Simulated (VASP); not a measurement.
# Al (Fm-3m) in VASP: notebook

The runs below take Al through single point, with PBE.

Everything below comes from runs of VASP 6.6.1. Logs are shortened: lines on timing, memory, paths and dates and some standing lists are left out, and cuts for length are marked.

## (1) The cell of the first run

It takes space group Fm-3m (No. 225, cubic). The conventional cell has a = 4.048 Å, b = 4.048 Å, c = 4.048 Å, α = 90.00°, β = 90.00°, γ = 90.00°. Al (site symmetry m-3m) has 12 Al at 2.86 Å within 3.8 Å.

## (2) Single point, PBE

INCAR reads:

```
  PREC = Accurate
  ENCUT = 520
  EDIFF = 1E-6
  ISMEAR = 0
  SIGMA = 0.15
  LREAL = F
  LASPH = T
  NELM = 100
  ALGO = Fast
  ISIF = 2
  LWAVE = F
  LCHARG = F
  GGA = PE
  NBANDS = 22
```

KPOINTS reads:

```
regular mesh
0
Gamma
  10 10 10
```

POSCAR reads:

```
Al
1.0
   -4.0479600000      4.0479600000      0.0000000000
   -4.0479600000      0.0000000000      4.0479600000
    0.0000000000      4.0479600000      4.0479600000
Al
8
Direct
    0.0000000000      0.0000000000      0.0000000000
    0.5000000000      0.0000000000      0.0000000000
    0.0000000000      0.5000000000      0.0000000000
    0.0000000000      0.0000000000      0.5000000000
    0.5000000000      0.5000000000      0.0000000000
    0.5000000000      0.0000000000      0.5000000000
    0.0000000000      0.5000000000      0.5000000000
    0.5000000000      0.5000000000      0.5000000000
```

Potentials or basis: VASP PAW PBE potentials, release 64 (Al).

The run is started by

```sh
cat potpaw_PBE.64/Al/POTCAR > POTCAR
mpirun -np 1 vasp_std > vasp.out
```

OUTCAR:

```text
PREC = Accurate
   ENCUT = 520
   EDIFF = 1E-6
   ISMEAR = 0
   LREAL = F
   LASPH = T
   NELM = 100
   ISIF = 2
   GGA = PE

 ion  position               nearest neighbor table
   1  0.000  0.000  0.000-   2 2.86   3 2.86   4 2.86   4 2.86   6 2.86   7 2.86   3 2.86   5 2.86
                             7 2.86   2 2.86   5 2.86   6 2.86
   2  0.500  0.000  0.000-   1 2.86   5 2.86   6 2.86   4 2.86   6 2.86   8 2.86   3 2.86   5 2.86
                             8 2.86   1 2.86   3 2.86   4 2.86
   3  0.000  0.500  0.000-   1 2.86   5 2.86   7 2.86   4 2.86   7 2.86   8 2.86   1 2.86   2 2.86
                             4 2.86   2 2.86   5 2.86   8 2.86
   4  0.000  0.000  0.500-   1 2.86   6 2.86   7 2.86   1 2.86   2 2.86   3 2.86   3 2.86   7 2.86
                             8 2.86   2 2.86   6 2.86   8 2.86
   5  0.500  0.500  0.000-   2 2.86   3 2.86   8 2.86   6 2.86   7 2.86   8 2.86   1 2.86   2 2.86
                             6 2.86   1 2.86   3 2.86   7 2.86
   6  0.500  0.000  0.500-   2 2.86   4 2.86   8 2.86   1 2.86   2 2.86   5 2.86   5 2.86   7 2.86
                             8 2.86   1 2.86   4 2.86   7 2.86
   7  0.000  0.500  0.500-   3 2.86   4 2.86   8 2.86   1 2.86   3 2.86   5 2.86   1 2.86   4 2.86
                             6 2.86   5 2.86   6 2.86   8 2.86
   8  0.500  0.500  0.500-   5 2.86   6 2.86   7 2.86   2 2.86   3 2.86   5 2.86   2 2.86   4 2.86
                             6 2.86   3 2.86   4 2.86   7 2.86

  LATTYP: Found a face centered cubic cell.
 ALAT       =     8.0959200000

  Lattice vectors:

 A1 = (  -4.0479600000,   4.0479600000,   0.0000000000)
 A2 = (  -4.0479600000,   0.0000000000,   4.0479600000)
 A3 = (   0.0000000000,   4.0479600000,   4.0479600000)

Analysis of symmetry for initial positions (statically):
=====================================================================
 Subroutine PRICEL returns following result:

  LATTYP: Found a face centered cubic cell.
 ALAT       =     4.0479600000

  Lattice vectors:

 A1 = (  -2.0239800000,   2.0239800000,   0.0000000000)
 A2 = (  -2.0239800000,   0.0000000000,   2.0239800000)
 A3 = (   0.0000000000,   2.0239800000,   2.0239800000)

   8 primitive cells build up your supercell.

 Routine SETGRP: Setting up the symmetry group for a
 face centered cubic supercell.

 Subroutine GETGRP returns: Found 48 space group operations
 (whereof 48 operations were pure point group operations)
 out of a pool of 48 trial point group operations.

The static configuration has the point symmetry O_h .

Analysis of symmetry for dynamics (positions and initial velocities):
=====================================================================
 Subroutine PRICEL returns following result:

  LATTYP: Found a face centered cubic cell.
 ALAT       =     4.0479600000

  Lattice vectors:

 A1 = (  -2.0239800000,   2.0239800000,   0.0000000000)
 A2 = (  -2.0239800000,   0.0000000000,   2.0239800000)
 A3 = (   0.0000000000,   2.0239800000,   2.0239800000)

   8 primitive cells build up your supercell.

 Routine SETGRP: Setting up the symmetry group for a
 face centered cubic supercell.

 Subroutine GETGRP returns: Found 48 space group operations
 (whereof 48 operations were pure point group operations)
 out of a pool of 48 trial point group operations.

The dynamic configuration has the point symmetry O_h .

 Subroutine INISYM returns: Found 48 space group operations
 (whereof 48 operations are pure point group operations),
 and found     8 'primitive' translations

----------------------------------------------------------------------------------------

                                     Primitive cell

  volume of cell :      16.5824

  direct lattice vectors                    reciprocal lattice vectors
    -2.023980000  2.023980000  0.000000000    -0.247038014  0.247038014 -0.247038014
    -2.023980000  0.000000000  2.023980000    -0.247038014 -0.247038014  0.247038014
     0.000000000  2.023980000  2.023980000     0.247038014  0.247038014  0.247038014

  length of vectors
     2.862339966  2.862339966  2.862339966     0.427882392  0.427882392  0.427882392

  position of ions in fractional coordinates (direct lattice)
     0.000000000  0.000000000  0.000000000

  ion indices of the primitive-cell ions
   primitive index   ion index
                 1           1

----------------------------------------------------------------------------------------

 KPOINTS: regular mesh

Automatic generation of k-mesh.
 Grid dimensions read from file:
 generate k-points for:   10   10   10

 Generating k-lattice:

  Cartesian coordinates                     Fractional coordinates (reciprocal lattice)
    -0.012351901  0.012351901 -0.012351901     0.100000000  0.000000000  0.000000000
    -0.012351901 -0.012351901  0.012351901     0.000000000  0.100000000  0.000000000
     0.012351901  0.012351901  0.012351901     0.000000000  0.000000000  0.100000000

  Length of vectors
     0.021394120  0.021394120  0.021394120

  Shift w.r.t. Gamma in fractional coordinates (k-lattice)
     0.000000000  0.000000000  0.000000000

 Subroutine IBZKPT returns following result:
 ===========================================

 Found     47 irreducible k-points:

 Following reciprocal coordinates:
            Coordinates               Weight
  0.000000  0.000000  0.000000      1.000000
  0.100000  0.000000  0.000000      8.000000
  0.200000  0.000000  0.000000      8.000000
  0.300000  0.000000  0.000000      8.000000
  0.400000  0.000000  0.000000      8.000000
  0.500000  0.000000  0.000000      4.000000
[... 16 lines left out ...]
  0.300000  0.300000  0.000000      6.000000
  0.400000  0.300000  0.000000     24.000000
 [... further k-points ...]
   k-points           NKPTS =     47   k-points in BZ     NKDIM =     47   number of bands    NBANDS=     22
   number of dos      NEDOS =    301   number of ions     NIONS =      8
   total plane-waves  NPLWV = 110592
   dimension x,y,z NGX =    48 NGY =   48 NGZ =   48
   dimension x,y,z NGXF=    96 NGYF=   96 NGZF=   96
   ions per type =               8
   NGX,Y,Z   is equivalent  to a cutoff of  13.94, 13.94, 13.94 a.u.
   NGXF,Y,Z  is equivalent  to a cutoff of  27.88, 27.88, 27.88 a.u.
 SYSTEM =  unknown system
   PREC   = accura    normal or accurate (medium, high low for compatibility)
   ISTART =      0    job   : 0-new  1-cont  2-samecut
   ICHARG =      2    charge: 1-file 2-atom 10-const
   ISPIN  =      1    spin polarized calculation?
   LNONCOLLINEAR =      F non collinear calculations
   LSORBIT =      F    spin-orbit coupling
   LASPH  =      T    aspherical Exc in radial PAW
   ENCUT  =  520.0 eV  38.22 Ry    6.18 a.u.  10.64 10.64 10.64*2*pi/ulx,y,z
   NELM   =    100;   NELMIN=  2; NELMDL= -5     # of ELM steps
   EDIFF  = 0.1E-05   stopping-criterion for ELM
   LREAL  =      F    real-space projection
   EDIFFG = 0.1E-04   stopping-criterion for IOM
   NSW    =      0    number of steps for IOM
   IBRION =     -1    ionic relax: 0-MD 1-quasi-New 2-CG
   NFREE  =      0    steps in history (QN), initial steepest desc. (CG)
   ISIF   =      2    stress and relaxation
   ISYM   =      2    0-nonsym 1-usesym 2-fastsym
   POTIM  = 0.5000    time-step for ionic-motion
   TEBEG  =    0.0;   TEEND  =   0.0 temperature during run
   PSTRESS=    0.0 pullay stress
   NELECT =      24.0000    total number of electrons
   NUPDOWN=      -1.0000    fix difference up-down
   EMIN   =  10.00;   EMAX   =-10.00  energy-range for DOS
   EFERMI =   0.00;   METHOD = LEGACY
   ISMEAR =     0;   SIGMA  =   0.15  broadening in eV -4-tet -1-fermi 0-gaus
   EFERMI_NEDOS =   21; number of points for ismear=-14 and -15
   IALGO  =     68    algorithm
   IMIX   =      4    mixing-type and parameters
     AMIX     =   0.40;   BMIX     =  1.00
     AMIX_MAG =   1.60;   BMIX_MAG =  1.00
  volume/ion in A,a.u.               =      16.58       111.90
  Fermi-wavevector in a.u.,A,eV,Ry     =   0.925903  1.749704 11.664236  0.857297
  Thomas-Fermi vector in A             =   2.051808
   LORBIT       =      0    0 simple, 1 ext, 2 COOP (PROOUT), +10 PAW based schemes
   GGA     = PE    functional components
   LHFCALC =     F    Hartree Fock is set to
   AEXX    =    0.0000 exact exchange contribution
   IVDW    =     0    specifies the selected vdW correction
   LEPSILON=     F    determine dielectric tensor
   LRPA    =     F    only Hartree local field effects (RPA)
 non-spin polarized calculation
 RMM-DIIS sequential band-by-band and
 Gauss-broadening in eV      SIGMA  =   0.15
  energy-cutoff  :      520.00
  volume of cell :      132.66
 maximum number of plane-waves:      3593
 NGX is ok and might be reduce to    48

 number of electron      24.0000000 magnetization

 Free energy of the ion-electron system (eV)
  ---------------------------------------------------
  ext. energy  EPLUGINS =         0.00000000
  ---------------------------------------------------
  free energy    TOTEN  =       -29.98055577 eV

  energy without entropy =      -29.94053877  energy(sigma->0) =      -29.96054727

 E-fermi :   7.9914     XC(G=0): -10.1788

 val. band max:        7.9743166834   @ k =  -0.3000   0.3000   0.0000
 cond. band min:       8.0218565424   @ k =   0.3000   0.1000   0.0000
 fundamental gap:      0.0475398591
 Fermi energy:         7.9914258702

 k-point     1 :       0.0000    0.0000    0.0000
  band No.  band energies     occupation
      1      -3.1521      2.00000
      2       3.3750      2.00000
      3       3.3750      2.00000
      4       3.3750      2.00000
      5       3.3750      2.00000
      6       3.5747      2.00000
[... 14 lines left out ...]
     21      13.5191      0.00000
     22      13.5191      0.00000

 k-point     2 :       0.1000    0.0000    0.0000
  band No.  band energies     occupation
      1      -3.0844      2.00000
      2       2.2339      2.00000
      3       3.0948      2.00000
      4       3.0948      2.00000
      5       3.0948      2.00000
      6       3.9827      2.00000
[... 14 lines left out ...]
     21      13.5769      0.00000
     22      14.3535      0.00000
[... 523 lines left out ...]
     21      13.6652      0.00000
     22      13.6652      0.00000

 k-point    24 :       0.4000    0.3000    0.0000
  band No.  band energies     occupation
      1      -2.0047      2.00000
      2       0.6573      2.00000
      3       0.6591      2.00000
      4       1.5358      2.00000
      5       1.5358      2.00000
      6       2.4069      2.00000
[... 14 lines left out ...]
     21      12.7677      0.00000
     22      12.7678      0.00000

 [... further k-points ...]
[... 5 lines left out ...]
  --------------------------------------------------------------------------------------
  -------------------------------------------------------------------------------------
  Total       -0.3779137     -0.3779137     -0.3779137     -0.0000000     -0.0000000      0.0000000
  in kB       -4.5641995     -4.5641995     -4.5641995     -0.0000000     -0.0000000      0.0000000
  external PRESSURE =      -4.5641995 kB  Pullay stress =       0.0000000 kB

 VOLUME and BASIS-vectors are now :
 -----------------------------------------------------------------------------
  energy-cutoff  :      520.00
  volume of cell :      132.66
      direct lattice vectors                 reciprocal lattice vectors
    -4.047960000  4.047960000  0.000000000    -0.123519007  0.123519007 -0.123519007
    -4.047960000  0.000000000  4.047960000    -0.123519007 -0.123519007  0.123519007
     0.000000000  4.047960000  4.047960000     0.123519007  0.123519007  0.123519007

 POSITION                                       TOTAL-FORCE (eV/Angst)
 -----------------------------------------------------------------------------------
      0.00000      0.00000      0.00000         0.000000      0.000000     -0.000000
     -2.02398      2.02398      0.00000        -0.000000      0.000000     -0.000000
     -2.02398      0.00000      2.02398         0.000000     -0.000000      0.000000
      0.00000      2.02398      2.02398        -0.000000      0.000000     -0.000000
     -4.04796      2.02398      2.02398         0.000000      0.000000      0.000000
     -2.02398      4.04796      2.02398        -0.000000     -0.000000      0.000000
     -2.02398      2.02398      4.04796         0.000000      0.000000     -0.000000
     -4.04796      4.04796      4.04796        -0.000000     -0.000000     -0.000000
 -----------------------------------------------------------------------------------
    total drift:                                0.000000     -0.000000     -0.000000

  FREE ENERGIE OF THE ION-ELECTRON SYSTEM (eV)
  ---------------------------------------------------
  free  energy   TOTEN  =       -29.9805557724 eV

  energy  without entropy=      -29.9405387718  energy(sigma->0) =      -29.96054727
```

It took 4.5 min on 1 thread of Intel Xeon 6975P-C, shared host; peak memory 0.35 GiB.

Results:

```
Free energy            : -29.9806 eV
Pressure               : -0.5 GPa
Band gap on the k mesh : zero (band 12 reaches 9.17 eV, above the bottom of band 13 at 6.35 eV)
```

Levels at points of the mesh, in eV from the Fermi level:
| k point | band 9 | band 10 | band 11 | band 12 | band 13 | band 14 | band 15 | band 16 |
| --- | --- | --- | --- | --- | --- | --- | --- | --- |
| (0.00, 0.00, 0.00) | -4.42 | -2.96 | -2.96 | -2.96 | -1.64 | -1.64 | -1.64 | 5.21 |
| (0.50, 0.00, 0.00) | -0.80 | -0.80 | -0.80 | -0.80 | -0.80 | -0.80 | 3.39 | 3.39 |
| (0.50, 0.50, 0.00) | -0.88 | -0.88 | 0.14 | 0.14 | 1.04 | 1.04 | 1.19 | 1.19 |

## (3) Single point, PBE

This run uses another cell than the first one: it holds 6 atoms, not 8.

INCAR reads:

```
SYSTEM = Al
  PREC = Accurate
  ENCUT = 520
  EDIFF = 1E-6
  ISMEAR = 0
  SIGMA = 0.15
  LREAL = .FALSE.
  LASPH = .TRUE.
  NELM = 100
  ALGO = Fast
  ISIF = 2
  LWAVE = .FALSE.
  LCHARG = .TRUE.
  GGA = PE
  LELF = .TRUE.
  LVHAR = .TRUE.
  NBANDS = 18
```

KPOINTS reads:

```
Automatic mesh
0
G
  19 19 4
  0 0 0
```

POSCAR reads:

```
Al
1.0
    2.0239800000     -2.0239800000      0.0000000000
    2.0239800000      0.0000000000     -2.0239800000
    8.0959200000      8.0959200000      8.0959200000
Al
6
Direct
    0.6666666667      0.6666666667      0.1666666667
    0.0000000000      0.0000000000      0.0000000000
    0.3333333333      0.3333333333      0.3333333333
    0.6666666667      0.6666666667      0.6666666667
    0.0000000000      0.0000000000      0.5000000000
    0.3333333333      0.3333333333      0.8333333333
```

Potentials or basis: VASP PAW PBE potentials, release 64 (Al).

The run is started by

```sh
cat potpaw_PBE.64/Al/POTCAR > POTCAR
mpirun -np 1 vasp_std > vasp.out
```

It took 3.8 min on 1 thread of AMD EPYC 7R43 (Zen 3), shared host; peak memory 0.32 GiB.

Results (log left out):

* Free energy: -22.4805 eV
* Pressure: -0.5 GPa
* Band gap on the k mesh: zero (band 9 reaches 11.89 eV, above the bottom of band 10 at 6.16 eV)

Levels at points of the mesh, in eV from the Fermi level:
```tsv
k point	band 5	band 6	band 7	band 8	band 9	band 10	band 11	band 12
(0.00, 0.00, 0.00)	-8.13	-4.58	-4.38	0.48	0.48	6.61	6.61	10.72
(0.00, 0.00, 0.50)	-6.48	-6.48	-2.16	-2.16	3.42	3.42	9.96	9.96
```
